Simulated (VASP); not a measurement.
# SiGe (P6_3mc) in VASP: a series of runs

SiGe is run at these levels: r2SCAN; tasks: single point.

Everything below comes from runs of VASP 6.6.1. Logs are shortened: lines on timing, memory, paths and dates and some standing lists are left out, and cuts for length are marked.

**1. The cell of the first run**

Symmetry: P6_3mc, No. 186, hexagonal system. Conventional cell: a = 3.787 Å, b = 3.787 Å, c = 6.260 Å, α = 90.00°, β = 90.00°, γ = 120.00°. Within 3.1 Å of Si (site symmetry 3m) lie 4 Ge at 2.32 to 2.34 Å. Within 3.1 Å of Ge (site symmetry 3m) lie 4 Si at 2.32 to 2.34 Å.

**2. Single point, r2SCAN (strain -0.030 along x and y, -0.030 along z)**

Input file POSCAR:

```
SiGe
1.0
    3.7872463130      0.0000000000      0.0000000000
   -1.8936231565      3.2798515175      0.0000000000
    0.0000000000      0.0000000000      6.2600692790
Si Ge
2 2
Direct
    0.6666666667      0.3333333333      0.8744661518
    0.3333333333      0.6666666667      0.3744661518
    0.6666666667      0.3333333333      0.5005328482
    0.3333333333      0.6666666667      0.0005328482
```

Input file INCAR.step1:

```
SYSTEM = SiGe
ALGO = Normal
EDIFF = 1E-4
ENCUT = 520
GGA = PE
ISMEAR = 0
LASPH = .True.
LCHARG = .False.
LREAL = .False.
LWAVE = .True.
NBANDS = 26
NELM = 60
PREC = Accurate
SIGMA = 0.05
```

Input file INCAR.step2:

```
SYSTEM = SiGe
ALGO = Normal
EDIFF = 1E-7
ENCUT = 520
ISIF = 2
ISMEAR = 0
ISTART = 1
LASPH = .True.
LCHARG = .False.
LMIXTAU = .True.
LREAL = .False.
LWAVE = .False.
METAGGA = R2SCAN
NBANDS = 26
NELM = 60
PREC = Accurate
SIGMA = 0.05
```

Input file KPOINTS:

```
k-points
0
Gamma
  12 12 4
  0 0 0
```

Potentials or basis: VASP PAW PBE potentials, release 64 (Si, Ge_d).

The run is started by

```
$ cat potpaw_PBE.64/Si/POTCAR potpaw_PBE.64/Ge_d/POTCAR > POTCAR
$ cp INCAR.step1 INCAR
$ mpirun -np 1 vasp_std > vasp.out
$ cp INCAR.step2 INCAR
$ mpirun -np 1 vasp_std > vasp.out
```

OUTCAR:

```text
SYSTEM = SiGe
   EDIFF = 1E-7
   ENCUT = 520
   ISIF = 2
   ISMEAR = 0
   ISTART = 1
   LASPH = .True.
   LREAL = .False.
   METAGGA = R2SCAN
   NELM = 60
   PREC = Accurate

 ion  position               nearest neighbor table
   1  0.667  0.333  0.874-   4 2.32   4 2.32   4 2.32   3 2.34
   2  0.333  0.667  0.374-   3 2.32   3 2.32   3 2.32   4 2.34
   3  0.667  0.333  0.501-   2 2.32   2 2.32   2 2.32   1 2.34
   4  0.333  0.667  0.001-   1 2.32   1 2.32   1 2.32   2 2.34

  LATTYP: Found a hexagonal cell.
 ALAT       =     3.7872463130
 C/A-ratio  =     1.6529342857

  Lattice vectors:

 A1 = (   3.7872463130,   0.0000000000,   0.0000000000)
 A2 = (  -1.8936231565,   3.2798515175,   0.0000000000)
 A3 = (   0.0000000000,   0.0000000000,   6.2600692790)

Analysis of symmetry for initial positions (statically):
=====================================================================
 Subroutine PRICEL returns:
 Original cell was already a primitive cell.

 Routine SETGRP: Setting up the symmetry group for a
 hexagonal supercell.

 Subroutine GETGRP returns: Found 12 space group operations
 (whereof  6 operations were pure point group operations)
 out of a pool of 24 trial point group operations.

The static configuration has the point symmetry C_3v.
 The point group associated with its full space group is C_6v.

Analysis of symmetry for dynamics (positions and initial velocities):
=====================================================================
 Subroutine PRICEL returns:
 Original cell was already a primitive cell.

 Routine SETGRP: Setting up the symmetry group for a
 hexagonal supercell.

 Subroutine GETGRP returns: Found 12 space group operations
 (whereof  6 operations were pure point group operations)
 out of a pool of 24 trial point group operations.

The dynamic configuration has the point symmetry C_3v.
 The point group associated with its full space group is C_6v.

 Subroutine INISYM returns: Found 12 space group operations
 (whereof  6 operations are pure point group operations),
 and found     1 'primitive' translations

----------------------------------------------------------------------------------------

[... 91 lines left out ...]
   LNONCOLLINEAR =      F non collinear calculations
   LSORBIT =      F    spin-orbit coupling
   LASPH  =      T    aspherical Exc in radial PAW
   ENCUT  =  520.0 eV  38.22 Ry    6.18 a.u.   7.04  7.04 11.64*2*pi/ulx,y,z
   NELM   =     60;   NELMIN=  2; NELMDL=  0     # of ELM steps
   EDIFF  = 0.1E-06   stopping-criterion for ELM
   LREAL  =      F    real-space projection
   EDIFFG = 0.1E-05   stopping-criterion for IOM
   NSW    =      0    number of steps for IOM
   IBRION =     -1    ionic relax: 0-MD 1-quasi-New 2-CG
   NFREE  =      0    steps in history (QN), initial steepest desc. (CG)
   ISIF   =      2    stress and relaxation
   ISYM   =      2    0-nonsym 1-usesym 2-fastsym
   POTIM  = 0.5000    time-step for ionic-motion
   TEBEG  =    0.0;   TEEND  =   0.0 temperature during run
   PSTRESS=    0.0 pullay stress
   NELECT =      36.0000    total number of electrons
   NUPDOWN=      -1.0000    fix difference up-down
   EMIN   =  10.00;   EMAX   =-10.00  energy-range for DOS
   EFERMI =   0.00;   METHOD = LEGACY
   ISMEAR =     0;   SIGMA  =   0.05  broadening in eV -4-tet -1-fermi 0-gaus
   EFERMI_NEDOS =   21; number of points for ismear=-14 and -15
   IALGO  =     38    algorithm
   IMIX   =      4    mixing-type and parameters
     AMIX     =   0.40;   BMIX     =  1.00
     AMIX_MAG =   1.60;   BMIX_MAG =  1.00
  volume/ion in A,a.u.               =      19.44       131.19
  Fermi-wavevector in a.u.,A,eV,Ry     =   1.266456  2.393254 21.822525  1.603910
  Thomas-Fermi vector in A             =   2.399656
   LORBIT       =      0    0 simple, 1 ext, 2 COOP (PROOUT), +10 PAW based schemes
   METAGGA = R2SCAN    functional components
   LHFCALC =     F    Hartree Fock is set to
   AEXX    =    0.0000 exact exchange contribution
   IVDW    =     0    specifies the selected vdW correction
   LEPSILON=     F    determine dielectric tensor
   LRPA    =     F    only Hartree local field effects (RPA)
 non-spin polarized calculation
 Gauss-broadening in eV      SIGMA  =   0.05
  energy-cutoff  :      520.00
  volume of cell :       77.76
 maximum number of plane-waves:      2118
   NGX = 15   NGY = 15   NGZ = 23

 number of electron      36.0000031 magnetization

 Free energy of the ion-electron system (eV)
  ---------------------------------------------------
  ext. energy  EPLUGINS =         0.00000000
  ---------------------------------------------------
  free energy    TOTEN  =       -44.97466998 eV

  energy without entropy =      -44.97466998  energy(sigma->0) =      -44.97466998

 E-fermi :   6.7211     XC(G=0): -10.8052

 val. band max:        6.4729654987   @ k =   0.0000   0.0000   0.0000
 cond. band min:       6.9761849002   @ k =   0.5000   0.0000   0.0000
 fundamental gap:      0.5032194014
 Fermi energy:         6.7211316779

 k-point     1 :       0.0000    0.0000    0.0000
  band No.  band energies     occupation
      1     -18.8719      2.00000
      2     -18.8717      2.00000
      3     -18.8676      2.00000
      4     -18.8676      2.00000
      5     -18.8633      2.00000
      6     -18.8633      2.00000
[... 685 lines left out ...]
     25      14.4002      0.00000
     26      14.6715      0.00000

 [... further k-points ...]

------------------------ aborting loop because EDIFF is reached ----------------------------------------

  FORCE on cell =-STRESS in cart. coord.  units (eV):
  Direction    XX          YY          ZZ          XY          YZ          ZX
  --------------------------------------------------------------------------------------
  -------------------------------------------------------------------------------------
  Total        4.5324706      4.5324706      4.5905668      0.0000000     -0.0000000      0.0000000
  in kB       93.3874901     93.3874901     94.5845095      0.0000000     -0.0000000      0.0000000
  external PRESSURE =      93.7864966 kB  Pullay stress =       0.0000000 kB

 VOLUME and BASIS-vectors are now :
 -----------------------------------------------------------------------------
  energy-cutoff  :      520.00
  volume of cell :       77.76
      direct lattice vectors                 reciprocal lattice vectors
     3.787246313  0.000000000  0.000000000     0.264044088  0.152445925  0.000000000
    -1.893623156  3.279851518  0.000000000     0.000000000  0.304891851  0.000000000
     0.000000000  0.000000000  6.260069279     0.000000000  0.000000000  0.159742641

 POSITION                                       TOTAL-FORCE (eV/Angst)
 -----------------------------------------------------------------------------------
      1.89362      1.09328      5.47422         0.000000      0.000000     -0.041196
     -0.00000      2.18657      2.34418         0.000000      0.000000     -0.041196
      1.89362      1.09328      3.13337         0.000000      0.000000      0.041196
     -0.00000      2.18657      0.00334        -0.000000      0.000000      0.041196
 -----------------------------------------------------------------------------------
    total drift:                               -0.000001     -0.000001     -0.001290

  FREE ENERGIE OF THE ION-ELECTRON SYSTEM (eV)
  ---------------------------------------------------
  free  energy   TOTEN  =       -44.9746699814 eV

  energy  without entropy=      -44.9746699814  energy(sigma->0) =      -44.97466998
```

OUTCAR.step1:

```text
SYSTEM = SiGe
   EDIFF = 1E-4
   ENCUT = 520
   GGA = PE
   ISMEAR = 0
   LASPH = .True.
   LREAL = .False.
   NELM = 60
[... 925 lines left out ...]
     -0.00000      2.18657      2.34418        -0.000000      0.000000     -0.040278
      1.89362      1.09328      3.13337         0.000000     -0.000000      0.040278
     -0.00000      2.18657      0.00334        -0.000000      0.000000      0.040278
 -----------------------------------------------------------------------------------
    total drift:                               -0.000000     -0.000001      0.001104

  FREE ENERGIE OF THE ION-ELECTRON SYSTEM (eV)
  ---------------------------------------------------
  free  energy   TOTEN  =       -19.4167176586 eV

  energy  without entropy=      -19.4167175999  energy(sigma->0) =      -19.41671763
```

It took 3.7 min on 1 thread of Intel Xeon Platinum 8488C (Sapphire Rapids), shared host; peak memory 0.26 GiB.

Results:

```
Free energy            : -44.9747 eV
Pressure               : 9.4 GPa
Largest force          : 0.041 eV/Å
Band gap on the k mesh : 0.50 eV (least direct gap 1.06 eV)
```

Forces on the atoms (eV/Å):
```
Si   0.000  0.000 -0.041
Si   0.000  0.000 -0.041
Ge   0.000  0.000  0.041
Ge   0.000  0.000  0.041
```

Stress tensor (GPa, compression positive):
```
9.34 0.00 0.00
0.00 9.34 0.00
0.00 0.00 9.46
```

Levels at points of the mesh, in eV from the valence-band top:
| k point | band 16 | band 17 | band 18 | band 19 | band 20 | band 21 |
| --- | --- | --- | --- | --- | --- | --- |
| (0.00, 0.00, 0.00) | -0.39 | 0.00 | 0.00 | 1.06 | 2.18 | 2.18 |
| (0.50, 0.00, 0.00) | -3.66 | -3.47 | -1.77 | 0.50 | 2.53 | 3.50 |
| (0.00, 0.00, 0.50) | -1.12 | -1.12 | -1.12 | 1.89 | 1.89 | 3.35 |
| (0.50, 0.00, 0.50) | -2.95 | -2.91 | -2.91 | 0.96 | 0.96 | 1.97 |

Caveat: the cell differs from its parent crystal (strain -0.030 along x and y, -0.030 along z); the cell stands under pressure; the PAW data sets were made with another functional, which shifts forces and pressure a little.

**3. Single point, r2SCAN (strain -0.030 along x and y, -0.015 along z)**

Edit POSCAR of step 2 so:

```diff
@@ -4,3 +4,3 @@
    -1.8936231565      3.2798515175      0.0000000000
-    0.0000000000      0.0000000000      6.2600692790
+    0.0000000000      0.0000000000      6.3568744741
 Si Ge
```

Input file INCAR.step1:

```
PREC     = Accurate       # precision mode
ENCUT    = 520            # plane-wave cutoff, eV
ISMEAR   = 0              # smearing method
SIGMA    = 0.05           # smearing width, eV
LREAL    = F              # projectors in reciprocal space
LASPH    = T              # aspherical terms in the spheres
NELM     = 80             # most SCF steps
NBANDS   = 26             # bands
GGA      = PE             # functional
ALGO     = Normal         # electronic algorithm
EDIFF    = 1E-4           # SCF threshold, eV
LWAVE    = T              # write WAVECAR
LCHARG   = F              # write CHGCAR
```

Input file INCAR.step2:

```
PREC     = Accurate       # precision mode
ENCUT    = 520            # plane-wave cutoff, eV
EDIFF    = 1E-6           # SCF threshold, eV
ISMEAR   = 0              # smearing method
SIGMA    = 0.05           # smearing width, eV
LREAL    = F              # projectors in reciprocal space
LASPH    = T              # aspherical terms in the spheres
NELM     = 80             # most SCF steps
ALGO     = Normal         # electronic algorithm
ISIF     = 2              # what is computed and relaxed
LWAVE    = F              # write WAVECAR
LCHARG   = F              # write CHGCAR
METAGGA  = R2SCAN         # meta-GGA
LMIXTAU  = T            
NBANDS   = 26             # bands
ISTART   = 1
```

Input file KPOINTS:

```
regular mesh
0
Gamma
  12 12 4
```

Potentials or basis: VASP PAW PBE potentials, release 64 (Si, Ge_d).

The run is started by

```
$ cat potpaw_PBE.64/Si/POTCAR potpaw_PBE.64/Ge_d/POTCAR > POTCAR
$ cp INCAR.step1 INCAR
$ mpirun -np 1 vasp_std > vasp.out
$ cp INCAR.step2 INCAR
$ mpirun -np 1 vasp_std > vasp.out
```

OUTCAR:

```text
PREC = Accurate
   ENCUT = 520
   EDIFF = 1E-6
   ISMEAR = 0
   LREAL = F
   LASPH = T
   NELM = 80
   ISIF = 2
   METAGGA = R2SCAN
   ISTART = 1

 ion  position               nearest neighbor table
   1  0.667  0.333  0.874-   4 2.33   4 2.33   4 2.33   3 2.38
   2  0.333  0.667  0.374-   3 2.33   3 2.33   3 2.33   4 2.38
   3  0.667  0.333  0.501-   2 2.33   2 2.33   2 2.33   1 2.38
   4  0.333  0.667  0.001-   1 2.33   1 2.33   1 2.33   2 2.38

  LATTYP: Found a hexagonal cell.
 ALAT       =     3.7872463130
 C/A-ratio  =     1.6784951251

  Lattice vectors:

 A1 = (   3.7872463130,   0.0000000000,   0.0000000000)
 A2 = (  -1.8936231565,   3.2798515175,   0.0000000000)
 A3 = (   0.0000000000,   0.0000000000,   6.3568744741)

Analysis of symmetry for initial positions (statically):
=====================================================================
 Subroutine PRICEL returns:
 Original cell was already a primitive cell.

 Routine SETGRP: Setting up the symmetry group for a
 hexagonal supercell.

 Subroutine GETGRP returns: Found 12 space group operations
 (whereof  6 operations were pure point group operations)
 out of a pool of 24 trial point group operations.

The static configuration has the point symmetry C_3v.
 The point group associated with its full space group is C_6v.

Analysis of symmetry for dynamics (positions and initial velocities):
=====================================================================
 Subroutine PRICEL returns:
 Original cell was already a primitive cell.

 Routine SETGRP: Setting up the symmetry group for a
 hexagonal supercell.

 Subroutine GETGRP returns: Found 12 space group operations
 (whereof  6 operations were pure point group operations)
 out of a pool of 24 trial point group operations.

The dynamic configuration has the point symmetry C_3v.
 The point group associated with its full space group is C_6v.

[... 119 lines left out ...]
   IALGO  =     38    algorithm
   IMIX   =      4    mixing-type and parameters
     AMIX     =   0.40;   BMIX     =  1.00
     AMIX_MAG =   1.60;   BMIX_MAG =  1.00
  volume/ion in A,a.u.               =      19.74       133.22
  Fermi-wavevector in a.u.,A,eV,Ry     =   1.259994  2.381044 21.600410  1.587585
  Thomas-Fermi vector in A             =   2.393526
   LORBIT       =      0    0 simple, 1 ext, 2 COOP (PROOUT), +10 PAW based schemes
   METAGGA = R2SCAN    functional components
   LHFCALC =     F    Hartree Fock is set to
   AEXX    =    0.0000 exact exchange contribution
   IVDW    =     0    specifies the selected vdW correction
   LEPSILON=     F    determine dielectric tensor
   LRPA    =     F    only Hartree local field effects (RPA)
 non-spin polarized calculation
 Gauss-broadening in eV      SIGMA  =   0.05
  energy-cutoff  :      520.00
  volume of cell :       78.96
 maximum number of plane-waves:      2144
   NGX = 15   NGY = 15   NGZ = 23

 number of electron      36.0000006 magnetization

 Free energy of the ion-electron system (eV)
  ---------------------------------------------------
  ext. energy  EPLUGINS =         0.00000000
  ---------------------------------------------------
  free energy    TOTEN  =       -45.02857316 eV

  energy without entropy =      -45.02857316  energy(sigma->0) =      -45.02857316

 E-fermi :   6.5732     XC(G=0): -10.7328

 val. band max:        6.3018068699   @ k =   0.0000   0.0000   0.0000
 cond. band min:       6.9083707276   @ k =   0.5000   0.0000   0.0000
 fundamental gap:      0.6065638577
 Fermi energy:         6.5732096887

 k-point     1 :       0.0000    0.0000    0.0000
  band No.  band energies     occupation
      1     -19.0229      2.00000
      2     -19.0227      2.00000
      3     -19.0210      2.00000
      4     -19.0209      2.00000
      5     -19.0170      2.00000
      6     -19.0170      2.00000
[... 685 lines left out ...]
     25      14.1904      0.00000
     26      14.5538      0.00000

 [... further k-points ...]

------------------------ aborting loop because EDIFF is reached ----------------------------------------

  FORCE on cell =-STRESS in cart. coord.  units (eV):
  Direction    XX          YY          ZZ          XY          YZ          ZX
  --------------------------------------------------------------------------------------
  -------------------------------------------------------------------------------------
  Total        4.3814372      4.3814372      2.4210310      0.0000000     -0.0000000      0.0000000
  in kB       88.9008270     88.9008270     49.1235288      0.0000000     -0.0000000      0.0000000
  external PRESSURE =      75.6417276 kB  Pullay stress =       0.0000000 kB

 VOLUME and BASIS-vectors are now :
 -----------------------------------------------------------------------------
  energy-cutoff  :      520.00
  volume of cell :       78.96
      direct lattice vectors                 reciprocal lattice vectors
     3.787246313  0.000000000  0.000000000     0.264044088  0.152445925  0.000000000
    -1.893623156  3.279851518  0.000000000     0.000000000  0.304891851  0.000000000
     0.000000000  0.000000000  6.356874474     0.000000000  0.000000000  0.157310012

 POSITION                                       TOTAL-FORCE (eV/Angst)
 -----------------------------------------------------------------------------------
      1.89362      1.09328      5.55887        -0.000000     -0.000000     -0.234301
     -0.00000      2.18657      2.38043        -0.000000     -0.000000     -0.234301
      1.89362      1.09328      3.18182         0.000000     -0.000000      0.234301
     -0.00000      2.18657      0.00339        -0.000000      0.000000      0.234301
 -----------------------------------------------------------------------------------
    total drift:                               -0.000001     -0.000001      0.013716

  FREE ENERGIE OF THE ION-ELECTRON SYSTEM (eV)
  ---------------------------------------------------
  free  energy   TOTEN  =       -45.0285731563 eV

  energy  without entropy=      -45.0285731563  energy(sigma->0) =      -45.02857316
```

It took 3.5 min on 1 thread of Intel Xeon Platinum 8488C (Sapphire Rapids), shared host; peak memory 0.26 GiB.

What came out:

```
Free energy            : -45.0286 eV
Pressure               : 7.6 GPa
Largest force          : 0.234 eV/Å
Band gap on the k mesh : 0.61 eV (least direct gap 1.19 eV)
```

Forces on the atoms (eV/Å):
```
Si   0.000  0.000 -0.234
Si   0.000  0.000 -0.234
Ge   0.000  0.000  0.234
Ge   0.000  0.000  0.234
```

Levels at points of the mesh, in eV from the valence-band top:
| k point | band 14 | band 15 | band 16 | band 17 | band 18 | band 19 | band 20 | band 21 | band 22 | band 23 |
| --- | --- | --- | --- | --- | --- | --- | --- | --- | --- | --- |
| (0.00, 0.00, 0.00) | -1.71 | -1.71 | -0.41 | 0.00 | 0.00 | 1.19 | 2.08 | 2.29 | 2.29 | 3.47 |
| (0.50, 0.00, 0.00) | -6.95 | -5.31 | -3.54 | -3.38 | -1.77 | 0.61 | 2.47 | 3.47 | 3.64 | 4.51 |
| (0.00, 0.00, 0.50) | -4.97 | -1.04 | -1.04 | -1.04 | -1.04 | 1.98 | 1.98 | 3.40 | 3.40 | 3.40 |
| (0.50, 0.00, 0.50) | -8.26 | -2.96 | -2.96 | -2.83 | -2.83 | 0.93 | 0.93 | 1.94 | 1.94 | 6.34 |

Caveat: the cell differs from its parent crystal (strain -0.030 along x and y, -0.015 along z); the cell stands under pressure; the PAW data sets were made with another functional, which shifts forces and pressure a little. A k mesh can miss the band edges.
